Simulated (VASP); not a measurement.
Write the native input for VASP 6.6.1 that does the following.

```
Task                   : single point
Functional             : PBEsol
Potentials or basis    : VASP PAW PBE potentials, release 64 (Zn, S)
Cutoff                 : 500 eV
k mesh                 : 8 × 8 × 8
Occupations            : gaussian, width 0.02 eV
Spin                   : no spin polarisation
Dipole correction      : no
Further INCAR settings : ALGO = Normal; EDIFF = 1e-06; NBANDS = 16
```

The structure of ZnS (e600) lies in POSCAR:

```
ZnS
1.0
    0.0214272480      2.6730491932      2.6516219451
    2.6730491932      0.0214272480      2.6516219451
    2.6944764412      2.6944764412      0.0000000000
Zn S
1 1
Direct
    0.0015603532      0.0015603532     -0.0015603532
    0.2484396468      0.2484396468      0.2515603532
```

This cell differs from its parent crystal: strained cell.

The input as run:

INCAR

```
PREC = Accurate
ENCUT = 500
EDIFF = 1E-6
ISMEAR = 0
SIGMA = 0.02
LREAL = F
LASPH = T
NELM = 120
ALGO = Normal
ISIF = 2
LWAVE = F
LCHARG = F
GGA = PS
NBANDS = 16
GGA_COMPAT = F
```

KPOINTS

```
Automatic mesh
0
Gamma
  8 8 8
```

Potentials or basis: VASP PAW PBE potentials, release 64 (Zn, S).

Command:

```sh
$ cat potpaw_PBE.64/Zn/POTCAR potpaw_PBE.64/S/POTCAR > POTCAR
$ mpirun -np 1 vasp_std > vasp.out
```

Results of the run:

| Item | Value |
| --- | --- |
| Pressure | 1.3 GPa |
| Band gap on the k mesh | 2.11 eV, direct |

Caveat: the cell differs from its parent crystal (strained cell); the PAW data sets were made with another functional, which shifts forces and pressure a little.

It took 41 s on 1 thread of Intel Xeon 6975P-C (shared host), peak memory 0.19 GiB.
